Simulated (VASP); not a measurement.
Input of a VASP 6.6.1 run:

The input INCAR:

```
  PREC = Accurate
  ENCUT = 910
  EDIFF = 1E-6
  ISMEAR = 0
  SIGMA = 0.1
  LREAL = False
  LASPH = True
  NELM = 120
  ALGO = Normal
  ISIF = 2
  LWAVE = False
  LCHARG = False
  GGA = CA
  NBANDS = 28
  GGA_COMPAT = False
```

File KPOINTS:

```
Automatic mesh
0
Gamma
  6 6 6
```

POSCAR

```
SrTiO3
1.0
    3.8545763383      0.0000000000      0.0000000000
    0.0000000000      3.8545763383      0.0000000000
    0.0000000000      0.0000000000      3.8545763383
Sr Ti O
1 1 3
Direct
    0.0000000000      0.0000000000      0.0000000000
    0.5000000000      0.5000000000      0.5000000000
    0.5000000000      0.0000000000      0.5000000000
    0.5000000000      0.5000000000      0.0000000000
    0.0000000000      0.5000000000      0.5000000000
```

Potentials or basis: VASP PAW LDA potentials, release 64 (Sr_sv, Ti_sv, O_h).

Command:

```sh
$ cat potpaw_LDA.64/Sr_sv/POTCAR potpaw_LDA.64/Ti_sv/POTCAR potpaw_LDA.64/O_h/POTCAR > POTCAR
$ mpirun -np 1 vasp_std > vasp.out
```

(1) Estimate the pressure.

(2) Predict the band gap on the k mesh.

Results:

(1) 0.7 GPa.

(2) 1.82 eV (least direct gap 2.15 eV).

Caveat: the cutoff is under 1.25 times the usual one of these potentials, so pressure, stress and relaxed cells hold a basis-set (Pulay) error.
